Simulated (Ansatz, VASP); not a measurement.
**Two plane-wave programs on C**

Contents of INCAR:

```
SYSTEM = C
ALGO = Normal
EDIFF = 1E-7
EDIFFG = -0.04
ENCUT = 600
GGA = PE
IBRION = 2
ISIF = 3
ISMEAR = 0
LASPH = .TRUE.
LCHARG = .FALSE.
LREAL = .FALSE.
LWAVE = .FALSE.
NELM = 100
NSW = 90
PREC = Accurate
SIGMA = 0.1
```

File KPOINTS:

```
k-points
0
G
  12 12 8
  0 0 0
```

POSCAR

```
C
1.0
    2.3136744700      0.0000000000      0.0000000000
   -1.1568372400      2.0037008700      0.0000000000
    0.0000000000      0.0000000000      2.4702876700
C
2
Direct
    0.6666666700      0.3333333300      0.3532462500
    0.3333333300      0.6666666700      0.6467537500
```

Input for Ansatz:

```yaml
crystal:
  lattice:
    - [2.31367447, 0.0, 0.0]
    - [-1.15683724, 2.00370087, 0.0]
    - [0.0, 0.0, 2.47028767]
  atoms:
    - { symbol: C, position: [0.66666667, 0.33333333, 0.35324625] }
    - { symbol: C, position: [0.33333333, 0.66666667, 0.64675375] }
basis:
  ecutwfc: 420
kpoints:
  mp_grid: { grid: [12, 12, 8] }
hamiltonian:
  xc: pbe
scf:
  occupations: { method: gaussian, width: 0.1 }
  lower_state_search: "off"
output:
  forces: true
  stress: true
  eigenvalues: true
relax:
  adjacent_minimum: "off"
  f_tol: 0.04
  max_steps: 70
  cell: { stress_tol: 0.4 }
```

Alike in both runs: task relaxation of cell and atoms; functional PBE; k mesh 12 × 12 × 8; occupations gaussian, width 0.1 eV; no spin polarisation.

```csv
,VASP,Ansatz
version,VASP 6.6.1,Ansatz 0.2.0
potentials or method,"VASP PAW PBE potentials, release 64 (C), cutoff 600 eV","scalar-relativistic, plane waves, PAW"
valence electrons in the cell,8,8
```

```tsv
	VASP	Ansatz	Ansatz less VASP
gap on the k mesh at the Fermi level, each at its own relaxed structure (eV)	none	none	-
relaxed volume (Å³/atom)	8.91	10.58	+1.666
relaxed length of the cell vector where the two differ most in proportion (Å)	3.385	4.015	+0.6299
```

A gap of «none» marks a metal or a gap that the smearing closes. One of these differences is far larger than is usual between the two programs; its cause wasn't traced.

Noted on VASP's run: the volume moved by over 15 % at a fixed basis, so the end points are rough.
